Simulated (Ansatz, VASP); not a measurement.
**InSb in VASP and in Ansatz**

Contents of INCAR:

```
SYSTEM = InSb
PREC = Accurate
ENCUT = 520
EDIFF = 1E-6
ISMEAR = -1
SIGMA = 0.03
LREAL = .FALSE.
LASPH = .TRUE.
NELM = 100
ALGO = Normal
ISIF = 2
LWAVE = .FALSE.
LCHARG = .FALSE.
GGA = PE
NBANDS = 16
```

KPOINTS

```
Automatic mesh
0
G
  10 10 10
  0 0 0
```

File POSCAR:

```
InSb
1.0
    0.0000000000      3.1419270000      3.2391000000
    3.1419270000      0.0000000000      3.2391000000
    3.1419270000      3.1419270000      0.0000000000
In Sb
1 1
Direct
    0.0000000000      0.0000000000      0.0000000000
    0.7500000000      0.7500000000      0.7500000000
```

Input for Ansatz:

```yaml
crystal:
  lattice:
    - [0.0, 3.141927, 3.2391]
    - [3.141927, 0.0, 3.2391]
    - [3.141927, 3.141927, 0.0]
  atoms:
    - { symbol: In, position: [0.0, 0.0, 0.0] }
    - { symbol: Sb, position: [0.75, 0.75, 0.75] }
kpoints:
  mp_grid: { grid: [10, 10, 10] }
  band_path:
    path:
      - [0.0, 0.0, 0.0]
      - [0.5, 0.0, 0.5]
      - [0.75, 0.25, 0.5]
      - [0.5, 0.5, 0.5]
      - [0.0, 0.0, 0.0]
      - [0.5, 0.5, 0.0]
      - [0.6323875, 0.6323875, 0.264775]
      - [0.3676125, 0.3676125, 0.735225]
      - [0.0, 0.0, 0.0]
    npoints: 5
scf:
  occupations: { method: fermi_dirac, width: 0.03 }
hamiltonian:
  xc: pbe
  pseudopotentials: { kind: all_electron, lapw: { basis_error: 0.00025 } }
output:
  forces: true
  stress: true
  eigenvalues: true
```

Change from the starting cell: equal xx and yy strain of -3 %.

Alike in both runs: task single point; functional PBE; k mesh 10 × 10 × 10; occupations fermi-dirac, width 0.03 eV; no spin polarisation.

|  | VASP | Ansatz |
| --- | --- | --- |
| version | VASP 6.6.1 | Ansatz 0.2.0 |
| potentials or method | VASP PAW PBE potentials, release 64 (In_d, Sb), cutoff 520 eV | all-electron LAPW, scalar-relativistic |

|  | VASP | Ansatz | Ansatz less VASP |
| --- | --- | --- | --- |
| pressure (GPa) | 6.7 | 6.7 | +0.04 |
| traceless stress, the component that is largest in VASP (GPa) | -0.53 | -0.53 | +0.003 |

Ansatz ran all-electron here, and VASP with PAW potentials.

Spin-orbit coupling is off throughout.
